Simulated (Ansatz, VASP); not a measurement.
**Rh in VASP and in Ansatz**

```
Rh
1.0
     0.00000    1.89682    1.89682
     1.89682    0.00000    1.89682
     1.89682    1.89682    0.00000
Rh
1
Cartesian
  0.0000 0.0000 0.0000
```

Alike in both runs: functional PBE; dispersion D3(BJ); k mesh 18 × 18 × 18; occupations gaussian, width 0.1 eV; no spin polarisation.

Ansatz relaxed the structure, and its values are those at the end. VASP's run is a single point on that final structure, the one shown.

```csv
,VASP,Ansatz
version,VASP 6.6.1,Ansatz 0.2.0
potentials or method,"VASP PAW PBE potentials, release 64 (Rh_pv), cutoff 520 eV","scalar-relativistic, plane waves, PAW"
valence electrons in the cell,15,17
```

|  | VASP | Ansatz | Ansatz less VASP |
| --- | --- | --- | --- |
| gap on the k mesh at the Fermi level (eV) | none | none | - |
| pressure (GPa) | 0.0 | 0.0 | +0.02 |

A gap of «none» marks a metal or a gap that the smearing closes. VASP's potentials hold 15 valence electrons a cell and Ansatz's 17, so a difference there can come from the potentials and not from the codes.
